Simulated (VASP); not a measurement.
Wanted: the native input for a VASP 6.6.1 run.

| Quantity | Value |
| --- | --- |
| Task | single point |
| Functional | LDA |
| Potentials or basis | VASP PAW LDA potentials, release 64 (Si) |
| Cutoff | 500 eV |
| k mesh | 7 × 7 × 4 |
| Occupations | gaussian, width 0.15 eV |
| Spin | no spin polarisation |
| Dipole correction | no |
| Further INCAR settings | ALGO = Normal; EDIFF = 1e-06; NBANDS = 46 |

The structure of Si lies in POSCAR:

```
Si
1.0
   -3.2836945321      3.2836945321     -3.2836945321
   -3.2836945321     -3.2836945321      3.2836945321
    0.0000000000      6.3552570298      6.3552570298
Si
16
Direct
    0.8977581535      0.8977581535      0.8278831488
    0.3977581535      0.3977581535      0.3111936559
    0.2500000000      0.9544836931      0.9805733197
    0.7500000000      0.4544836931      0.4638838267
    0.6477581535      0.1477581535      0.8749187440
    0.1477581535      0.6477581535      0.3582292511
    0.7044836931      0.5000000000      0.7222285732
    0.2044836931      0.0000000000      0.2055390803
    0.6022418465      0.6022418465      0.0998845046
    0.1022418465      0.1022418465      0.6165739976
    0.2500000000      0.5455163069      0.9805733197
    0.7500000000      0.0455163069      0.4638838267
    0.8522418465      0.3522418465      0.0528489095
    0.3522418465      0.8522418465      0.5695384024
    0.2955163069      0.5000000000      0.7222285732
    0.7955163069      0.0000000000      0.2055390803
```

This cell differs from its parent crystal: the distance across one plane changed.

The input as run:

INCAR

```
SYSTEM = Si
  PREC = Accurate
  ENCUT = 500
  EDIFF = 1E-6
  ISMEAR = 0
  SIGMA = 0.15
  LREAL = .False.
  LASPH = .True.
  NELM = 120
  ALGO = Normal
  ISIF = 2
  LWAVE = .False.
  LCHARG = .True.
  LELF = .True.
  LVHAR = .True.
  NBANDS = 46
  GGA_COMPAT = .False.
```

KPOINTS

```
regular mesh
0
Gamma
  7 7 4
  0 0 0
```

Potentials or basis: VASP PAW LDA potentials, release 64 (Si).

Command:

```sh
$ cat potpaw_LDA.64/Si/POTCAR > POTCAR
$ mpirun -np 1 vasp_std > vasp.out
```

It gave:

```json
{
  "Pressure": "5.1 GPa",
  "Largest force": "4.065 eV/Å",
  "Band gap on the k mesh": "zero (bands 32 and 33 overlap by 0.12 eV)"
}
```

Caveat: the cell differs from its parent crystal (the distance across one plane changed); the cell stands under pressure; semilocal functionals underestimate gaps, and a narrow one can read as zero; forces of over 1 eV/Å act on the atoms, so gaps and moduli don't describe the material at rest.

Wall time 28 min on 1 thread of Oxide Virtual Turin-like Processor (shared host), peak memory 0.74 GiB.
